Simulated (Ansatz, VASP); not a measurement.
SnTe: VASP beside Ansatz

```
CELL_PARAMETERS angstrom
0.00000 3.15650 2.99867
3.15650 0.00000 2.99867
3.15650 3.15650 0.00000
ATOMIC_POSITIONS crystal
Sn 0.00000 0.00000 0.00000
Te 0.50000 0.50000 0.50000
```

Change from the starting cell: strain +0.000 along x and y, -0.050 along z, atoms carried along.

Alike in both runs: task single point; functional PBE; k mesh 10 × 10 × 10; occupations gaussian, width 0.03 eV; no spin polarisation.

```csv
,VASP,Ansatz
version,VASP 6.6.1,Ansatz 0.2.0
potentials or method,"VASP PAW PBE potentials, release 64 (Sn_d, Te), cutoff 520 eV","scalar-relativistic, plane waves, PAW"
valence electrons in the cell,20,30
```

Ansatz gave:

| Property | Result |
| --- | --- |
| gap on the k mesh at the Fermi level (eV) | 0.28 |
| least direct gap on the mesh (eV) | 0.29 |
| pressure (GPa) | 5.3 |
| traceless stress, the component that is largest in VASP (GPa) | 6.11 |

Problem. Which values does VASP return?

Solution. gap on the k mesh at the Fermi level (eV): 0.27; least direct gap on the mesh (eV): 0.29; pressure (GPa): 5.2; traceless stress, the component that is largest in VASP (GPa): 6.12.

VASP's potentials hold 20 valence electrons a cell and Ansatz's 30, so a difference there can come from the potentials and not from the codes.

Neither program's run includes spin-orbit coupling.
